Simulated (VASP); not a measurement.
# W3C in VASP: a series of runs

Runs on W3C. Level: LDA. Tasks: single point.

Everything below comes from runs of VASP 6.6.1. Logs are shortened: lines on timing, memory, paths and dates and some standing lists are left out, and cuts for length are marked.

## (1) The cell of the first run

The cell holds a slab with vacuum, 4 atoms: a = 2.809 Å, b = 2.809 Å, c = 19.357 Å, α = 90.00°, β = 90.00°, γ = 90.00°.

## (2) Single point, LDA

File INCAR:

```
PREC = Accurate
ENCUT = 520
EDIFF = 1E-7
ISMEAR = 0
SIGMA = 0.1
LREAL = False
LASPH = True
NELM = 60
ALGO = Normal
ISIF = 2
LWAVE = False
LCHARG = True
LDIPOL = True
IDIPOL = 3
DIPOL = 0.5 0.5 0.351
LELF = True
LVHAR = True
LVACPOTAV = True
NBANDS = 31
```

File KPOINTS:

```
regular mesh
0
Gamma
  9 9 1
```

File POSCAR:

```
W3C
1.0
    2.8093052381      0.0000000000      0.0000000000
    0.0000000000      2.8093052381      0.0000000000
    0.0000000000      0.0000000000     19.3572602846
W C
3 1
Direct
    0.5000000000      0.5000000000      0.2066408129
    0.0000000000      0.0000000000      0.3062710168
    0.5000000000      0.5000000000      0.4059076630
    0.5000000000      0.8333333333      0.4853785075
```

Potentials or basis: VASP PAW LDA potentials, release 64 (W_sv, C).

Run with:

```
$ cat potpaw_LDA.64/W_sv/POTCAR potpaw_LDA.64/C/POTCAR > POTCAR
$ mpirun -np 1 vasp_std > vasp.out
```

OUTCAR:

```text
PREC = Accurate
   ENCUT = 520
   EDIFF = 1E-7
   ISMEAR = 0
   LREAL = False
   LASPH = True
   NELM = 60
   ISIF = 2

 ion  position               nearest neighbor table
   1  0.500  0.500  0.207-   2 2.77   2 2.77   2 2.77   2 2.77
   2  0.000  0.000  0.306-   1 2.77   1 2.77   1 2.77   1 2.77   3 2.77   3 2.77   3 2.77   3 2.77

   3  0.500  0.500  0.406-   4 1.80   4 2.42   2 2.77   2 2.77   2 2.77   2 2.77
   4  0.500  0.833  0.485-   3 1.80   3 2.42

  LATTYP: Found a simple tetragonal cell.
 ALAT       =     2.8093052381
 C/A-ratio  =     6.8904083551

  Lattice vectors:

 A1 = (   2.8093052381,   0.0000000000,   0.0000000000)
 A2 = (   0.0000000000,   2.8093052381,   0.0000000000)
 A3 = (   0.0000000000,   0.0000000000,  19.3572602846)

Analysis of symmetry for initial positions (statically):
=====================================================================
 Subroutine PRICEL returns:
 Original cell was already a primitive cell.

 Routine SETGRP: Setting up the symmetry group for a
 simple tetragonal supercell.

 Subroutine GETGRP returns: Found  2 space group operations
 (whereof  2 operations were pure point group operations)
 out of a pool of 16 trial point group operations.

The static configuration has the point symmetry C_1h.

Analysis of symmetry for dynamics (positions and initial velocities):
=====================================================================
 Subroutine PRICEL returns:
 Original cell was already a primitive cell.

 Routine SETGRP: Setting up the symmetry group for a
 simple tetragonal supercell.

 Subroutine GETGRP returns: Found  2 space group operations
 (whereof  2 operations were pure point group operations)
 out of a pool of 16 trial point group operations.

The dynamic configuration has the point symmetry C_1h.

 Subroutine INISYM returns: Found  2 space group operations
 (whereof  2 operations are pure point group operations),
 and found     1 'primitive' translations

----------------------------------------------------------------------------------------

                                     Primitive cell

  volume of cell :     152.7713

  direct lattice vectors                    reciprocal lattice vectors
     2.809305238  0.000000000  0.000000000     0.355959896  0.000000000  0.000000000
     0.000000000  2.809305238  0.000000000     0.000000000  0.355959896  0.000000000
     0.000000000  0.000000000 19.357260285     0.000000000  0.000000000  0.051660203

  length of vectors
     2.809305238  2.809305238 19.357260285     0.355959896  0.355959896  0.051660203

  position of ions in fractional coordinates (direct lattice)
     0.500000000  0.500000000  0.206640813
     0.000000000  0.000000000  0.306271017
     0.500000000  0.500000000  0.405907663
     0.500000000  0.833333333  0.485378508

  ion indices of the primitive-cell ions
   primitive index   ion index
                 1           1
                 2           2
                 3           3
                 4           4

----------------------------------------------------------------------------------------

 KPOINTS: regular mesh

Automatic generation of k-mesh.
 Grid dimensions read from file:
 generate k-points for:    9    9    1

 Generating k-lattice:

  Cartesian coordinates                     Fractional coordinates (reciprocal lattice)
     0.039551100  0.000000000  0.000000000     0.111111111  0.000000000  0.000000000
     0.000000000  0.039551100  0.000000000     0.000000000  0.111111111  0.000000000
     0.000000000  0.000000000  0.051660203     0.000000000  0.000000000  1.000000000

  Length of vectors
     0.039551100  0.039551100  0.051660203

  Shift w.r.t. Gamma in fractional coordinates (k-lattice)
     0.000000000  0.000000000  0.000000000

 Subroutine IBZKPT returns following result:
 ===========================================

 Found     25 irreducible k-points:

 Following reciprocal coordinates:
            Coordinates               Weight
  0.000000  0.000000  0.000000      1.000000
  0.111111  0.000000  0.000000      2.000000
  0.000000  0.111111  0.000000      2.000000
  0.222222  0.000000  0.000000      2.000000
  0.000000  0.222222  0.000000      2.000000
  0.333333  0.000000  0.000000      2.000000
[... 16 lines left out ...]
  0.444444  0.333333  0.000000      4.000000
 -0.333333  0.444444  0.000000      4.000000
   k-points           NKPTS =     25   k-points in BZ     NKDIM =     25   number of bands    NBANDS=     31
   number of dos      NEDOS =    301   number of ions     NIONS =      4
   total plane-waves  NPLWV =  82944
   dimension x,y,z NGX =    24 NGY =   24 NGZ =  144
   dimension x,y,z NGXF=    48 NGYF=   48 NGZF=  288
   ions per type =               3   1
   NGX,Y,Z   is equivalent  to a cutoff of  14.20, 14.20, 12.37 a.u.
   NGXF,Y,Z  is equivalent  to a cutoff of  28.40, 28.40, 24.73 a.u.
 SYSTEM =  unknown system
   PREC   = accura    normal or accurate (medium, high low for compatibility)
   ISTART =      0    job   : 0-new  1-cont  2-samecut
   ICHARG =      2    charge: 1-file 2-atom 10-const
   ISPIN  =      1    spin polarized calculation?
   LNONCOLLINEAR =      F non collinear calculations
   LSORBIT =      F    spin-orbit coupling
   LASPH  =      T    aspherical Exc in radial PAW
   ENCUT  =  520.0 eV  38.22 Ry    6.18 a.u.   5.22  5.22 35.99*2*pi/ulx,y,z
   NELM   =     60;   NELMIN=  2; NELMDL= -5     # of ELM steps
   EDIFF  = 0.1E-06   stopping-criterion for ELM
   LREAL  =      F    real-space projection
   EDIFFG = 0.1E-05   stopping-criterion for IOM
   NSW    =      0    number of steps for IOM
   IBRION =     -1    ionic relax: 0-MD 1-quasi-New 2-CG
   NFREE  =      0    steps in history (QN), initial steepest desc. (CG)
   ISIF   =      2    stress and relaxation
   ISYM   =      2    0-nonsym 1-usesym 2-fastsym
   POTIM  = 0.5000    time-step for ionic-motion
   TEBEG  =    0.0;   TEEND  =   0.0 temperature during run
   PSTRESS=    0.0 pullay stress
   NELECT =      46.0000    total number of electrons
   NUPDOWN=      -1.0000    fix difference up-down
   EMIN   =  10.00;   EMAX   =-10.00  energy-range for DOS
   EFERMI =   0.00;   METHOD = LEGACY
   ISMEAR =     0;   SIGMA  =   0.10  broadening in eV -4-tet -1-fermi 0-gaus
   EFERMI_NEDOS =   21; number of points for ismear=-14 and -15
   IALGO  =     38    algorithm
   IMIX   =      4    mixing-type and parameters
     AMIX     =   0.40;   BMIX     =  1.00
     AMIX_MAG =   1.60;   BMIX_MAG =  1.00
  volume/ion in A,a.u.               =      38.19       257.74
  Fermi-wavevector in a.u.,A,eV,Ry     =   1.097270  2.073540 16.381436  1.204002
  Thomas-Fermi vector in A             =   2.233627
   LORBIT       =      0    0 simple, 1 ext, 2 COOP (PROOUT), +10 PAW based schemes
   GGA     = CA    functional components
   LHFCALC =     F    Hartree Fock is set to
   AEXX    =    0.0000 exact exchange contribution
   IVDW    =     0    specifies the selected vdW correction
   LEPSILON=     F    determine dielectric tensor
   LRPA    =     F    only Hartree local field effects (RPA)
 non-spin polarized calculation
 Gauss-broadening in eV      SIGMA  =   0.10
  energy-cutoff  :      520.00
  volume of cell :      152.77
 maximum number of plane-waves:      4159
 NGX is ok and might be reduce to    24
   NGX = 11   NGY = 11   NGZ = 71

 dipolmoment           0.000000      0.000000     -0.000390 electrons x Angstroem

 number of electron      46.0000006 magnetization

 dipolmoment           0.000000      0.000000      0.083139 electrons x Angstroem

 Free energy of the ion-electron system (eV)
  ---------------------------------------------------
  ext. energy  EPLUGINS =         0.00000000
  ---------------------------------------------------
  free energy    TOTEN  =       -44.75329890 eV

  energy without entropy =      -44.72393982  energy(sigma->0) =      -44.73861936

 E-fermi :  -0.0477     XC(G=0):  -5.9673

 val. band max:       -0.0593220719   @ k =   0.2222   0.2222   0.0000
 cond. band min:      -0.0427646852   @ k =   0.3333   0.2222   0.0000
 fundamental gap:      0.0165573867
 Fermi energy:        -0.0476938363

 k-point     1 :       0.0000    0.0000    0.0000
  band No.  band energies     occupation
      1     -73.3477      2.00000
      2     -73.0775      2.00000
      3     -72.8120      2.00000
      4     -38.2276      2.00000
      5     -37.7455      2.00000
      6     -37.5002      2.00000
[... 23 lines left out ...]
     30       3.8341      0.00000
     31       4.0025      0.00000

 k-point     2 :       0.1111    0.0000    0.0000
  band No.  band energies     occupation
      1     -73.3413      2.00000
      2     -73.0721      2.00000
      3     -72.8079      2.00000
      4     -38.2060      2.00000
      5     -37.8036      2.00000
      6     -37.5284      2.00000
[... 23 lines left out ...]
     30       3.7441      0.00000
     31       4.0956      0.00000

 k-point     3 :       0.0000    0.1111    0.0000
  band No.  band energies     occupation
      1     -73.3413      2.00000
      2     -73.0722      2.00000
      3     -72.8077      2.00000
      4     -38.2065      2.00000
      5     -37.8029      2.00000
      6     -37.5350      2.00000
[... 23 lines left out ...]
     30       3.9064      0.00000
     31       4.2141      0.00000

 k-point     4 :       0.2222    0.0000    0.0000
  band No.  band energies     occupation
      1     -73.3250      2.00000
      2     -73.0585      2.00000
      3     -72.7978      2.00000
      4     -38.1663      2.00000
      5     -37.9723      2.00000
      6     -37.6413      2.00000
[... 635 lines left out ...]
     30       4.2866      0.00000
     31       4.9365      0.00000

 k-point    23 :       0.4444    0.3333    0.0000
  band No.  band energies     occupation
      1     -73.2614      2.00000
      2     -72.9989      2.00000
      3     -72.7444      2.00000
      4     -38.1949      2.00000
      5     -38.1524      2.00000
      6     -37.8998      2.00000
[... 23 lines left out ...]
     30       5.4078      0.00000
     31       5.8473      0.00000

 k-point    24 :      -0.3333    0.4444    0.0000
  band No.  band energies     occupation
      1     -73.2614      2.00000
      2     -72.9989      2.00000
      3     -72.7441      2.00000
      4     -38.1753      2.00000
      5     -38.1687      2.00000
      6     -37.9876      2.00000
[... 23 lines left out ...]
     30       5.2937      0.00000
     31       5.6576      0.00000

 [... further k-points ...]

------------------------ aborting loop because EDIFF is reached ----------------------------------------

  FORCE on cell =-STRESS in cart. coord.  units (eV):
  Direction    XX          YY          ZZ          XY          YZ          ZX
  --------------------------------------------------------------------------------------
  -------------------------------------------------------------------------------------
  Total       -0.2528918     -3.2778458      1.4125652      0.0000000      1.6008057      0.0000000
  in kB       -2.6521839    -34.3761589     14.8141706      0.0000000     16.7883288      0.0000000
  external PRESSURE =      -7.4047241 kB  Pullay stress =       0.0000000 kB

 VOLUME and BASIS-vectors are now :
 -----------------------------------------------------------------------------
  energy-cutoff  :      520.00
  volume of cell :      152.77
      direct lattice vectors                 reciprocal lattice vectors
     2.809305238  0.000000000  0.000000000     0.355959896  0.000000000  0.000000000
     0.000000000  2.809305238  0.000000000     0.000000000  0.355959896  0.000000000
     0.000000000  0.000000000 19.357260285     0.000000000  0.000000000  0.051660203

 POSITION                                       TOTAL-FORCE (eV/Angst)
 -----------------------------------------------------------------------------------
      1.40465      1.40465      4.00000         0.000000      0.107572     -0.235591
      0.00000      0.00000      5.92857         0.000000      0.336600     -0.136557
      1.40465      1.40465      7.85726         0.000000     -2.176961      0.192531
      1.40465      2.34109      9.39560         0.000000      1.732788      0.179618
 -----------------------------------------------------------------------------------
    total drift:                                0.000000     -0.000030      0.000035

  FREE ENERGIE OF THE ION-ELECTRON SYSTEM (eV)
  ---------------------------------------------------
  free  energy   TOTEN  =       -44.7532988994 eV

  energy  without entropy=      -44.7239398218  energy(sigma->0) =      -44.73861936

 vacuum level on the upper side and lower side of the slab         6.728         4.822
```

Run time: 1.8 min. Hardware: 1 thread of Intel Xeon 6975P-C (Granite Rapids), shared host; peak memory 0.28 GiB.

Results:

```
Free energy            : -44.7533 eV
Largest force          : 2.185 eV/Å
Band gap on the k mesh : zero (bands 23 and 24 overlap by 0.77 eV)
```

Forces on the atoms (eV/Å):
```
W    0.000  0.108 -0.236
W    0.000  0.337 -0.137
W    0.000 -2.177  0.193
C    0.000  1.733  0.180
```

Levels at points of the mesh, in eV from the Fermi level:
```csv
k point,band 19,band 20,band 21,band 22,band 23,band 24,band 25,band 26,band 27,band 28
"(0.00, 0.00, 0.00)",-1.70,-1.37,-0.70,-0.45,0.29,0.83,1.32,1.70,2.52,2.81
```

Caveat: spin-orbit coupling is left out, which moves the levels of the heavy elements.

## (3) Single point, LDA

INCAR: that of step 2 with these lines changed.

```diff
@@ -7,3 +7,3 @@
 LASPH = True
-NELM = 60
+NELM = 100
 ALGO = Normal
@@ -14,3 +14,4 @@
 IDIPOL = 3
-DIPOL = 0.5 0.5 0.351
+DIPOL = 0.5 0.5 0.354
+GGA = CA
 LELF = True
```

File KPOINTS:

```
Automatic mesh
0
Gamma
  9 9 1
```

POSCAR: that of step 2 with these lines changed.

```diff
@@ -11,2 +11,2 @@
     0.5000000000      0.5000000000      0.4059076630
-    0.5000000000      0.8333333333      0.4853785075
+    0.5000000000      0.6666666667      0.4970469014
```

Potentials or basis: VASP PAW LDA potentials, release 64 (W_sv, C).

Run with:

```
$ cat potpaw_LDA.64/W_sv/POTCAR potpaw_LDA.64/C/POTCAR > POTCAR
$ mpirun -np 1 vasp_std > vasp.out
```

It took 2.5 min on 1 thread of Intel Xeon 6975P-C (Granite Rapids), shared host; peak memory 0.28 GiB.

Results (log left out):

```yaml
Free_energy: -44.1290 eV
Largest_force: 1.222 eV/Å
Band_gap_on_the_k_mesh: zero (bands 23 and 24 overlap by 0.65 eV)
```

Forces on the atoms (eV/Å):
```
W    0.000  0.037  0.047
W    0.000  0.059 -0.156
W    0.000 -1.220 -0.063
C    0.000  1.124  0.172
```

Levels at points of the mesh, in eV from the Fermi level:
| k point | band 20 | band 21 | band 22 | band 23 | band 24 | band 25 | band 26 | band 27 |
| --- | --- | --- | --- | --- | --- | --- | --- | --- |
| (0.00, 0.00, 0.00) | -1.17 | -0.58 | -0.28 | 0.00 | 1.08 | 1.25 | 1.88 | 2.76 |

Caveat: spin-orbit coupling is left out, which moves the levels of the heavy elements.

## (4) Single point, LDA

File INCAR:

```
PREC = Accurate
ENCUT = 520
EDIFF = 1E-6
ISMEAR = 0
SIGMA = 0.1
LREAL = F
LASPH = T
NELM = 100
ALGO = Normal
ISIF = 2
LWAVE = F
LCHARG = F
LDIPOL = T
IDIPOL = 3
DIPOL = 0.5 0.5 0.342
GGA = CA
NBANDS = 31
```

KPOINTS is that of step 3.

POSCAR: that of step 3 with these lines changed.

```diff
@@ -11,2 +11,2 @@
     0.5000000000      0.5000000000      0.4059076630
-    0.5000000000      0.6666666667      0.4970469014
+    0.8333333333      1.0000000000      0.4472497867
```

Run with:

```
$ cat potpaw_LDA.64/W_sv/POTCAR potpaw_LDA.64/C/POTCAR > POTCAR
$ mpirun -np 1 vasp_std > vasp.out
```

It took 1.7 min on 1 thread of Intel Xeon 6975P-C (Granite Rapids), shared host; peak memory 0.28 GiB.

The run converged. Its results:

* Free energy: -46.7734 eV
* Largest force: 4.796 eV/Å
* Band gap on the k mesh: zero (bands 23 and 24 overlap by 1.53 eV)

Forces in eV/Å, atoms in the order of the input:
```
W    0.000  0.000 -0.341
W   -0.350  0.000 -0.645
W   -4.445  0.000  0.874
C    4.795  0.000  0.112
```

Levels at points of the mesh, in eV from the Fermi level:
```tsv
k point	band 19	band 20	band 21	band 22	band 23	band 24	band 25	band 26	band 27	band 28
(0.00, 0.00, 0.00)	-2.63	-1.75	-0.96	-0.42	0.09	0.94	1.21	1.78	2.14	3.04
```

Caveat: spin-orbit coupling is left out, which moves the levels of the heavy elements.

## (5) Single point, LDA

File INCAR:

```
SYSTEM = W3C
PREC = Accurate
ENCUT = 520
EDIFF = 1E-7
ISMEAR = 0
SIGMA = 0.1
LREAL = .FALSE.
LASPH = .TRUE.
NELM = 60
ALGO = Normal
ISIF = 2
LWAVE = .FALSE.
LCHARG = .FALSE.
LDIPOL = .TRUE.
IDIPOL = 3
DIPOL = 0.5 0.5 0.347
NBANDS = 31
```

File KPOINTS:

```
Automatic mesh
0
G
  9 9 1
  0 0 0
```

POSCAR: that of step 4 with these lines changed.

```diff
@@ -11,2 +11,2 @@
     0.5000000000      0.5000000000      0.4059076630
-    0.8333333333      1.0000000000      0.4472497867
+    0.6666666667      1.0000000000      0.4691633866
```

Run with:

```
$ cat potpaw_LDA.64/W_sv/POTCAR potpaw_LDA.64/C/POTCAR > POTCAR
$ mpirun -np 1 vasp_std > vasp.out
```

Wall time 1.9 min (1 thread of Intel Xeon 6975P-C (Granite Rapids), shared host); peak memory 0.27 GiB.

Results (log left out):

| Quantity | Value |
| --- | --- |
| Free energy | -45.6211 eV |
| Largest force | 1.263 eV/Å |
| Band gap on the k mesh | zero (bands 23 and 24 overlap by 1.58 eV) |

Forces on the atoms (eV/Å):
```
W    0.028  0.000 -0.321
W   -0.186  0.000 -0.677
W   -0.939  0.000  0.845
C    1.096  0.000  0.153
```

Levels at points of the mesh, in eV from the Fermi level:
| k point | band 19 | band 20 | band 21 | band 22 | band 23 | band 24 | band 25 | band 26 | band 27 | band 28 |
| --- | --- | --- | --- | --- | --- | --- | --- | --- | --- | --- |
| (0.00, 0.00, 0.00) | -2.49 | -1.71 | -0.97 | -0.38 | 0.33 | 0.64 | 1.56 | 1.69 | 2.62 | 3.17 |

Caveat: spin-orbit coupling is left out, which moves the levels of the heavy elements.

## (6) Summary

| cell | gap on the mesh (eV) | largest force (eV/Å) |
| --- | --- | --- |
| as given, atomic positions A | none | 2.19 |
| as given, atomic positions B | none | 1.22 |
| as given, atomic positions C | none | 4.80 |
| as given, atomic positions D | none | 1.26 |

Alike in all rows: task single point; level LDA; potentials or basis VASP PAW LDA potentials, release 64 (W_sv, C); no spin polarisation; k mesh 9 × 9 × 1; cutoff (eV) 520; smearing gaussian 0.1 eV.

Caveats: spin-orbit coupling is left out, which moves the levels of the heavy elements.

Absolute energies hang on the potentials; compare differences alone.

The gap in the log of VASP goes by the Fermi energy; the results here count the filled bands.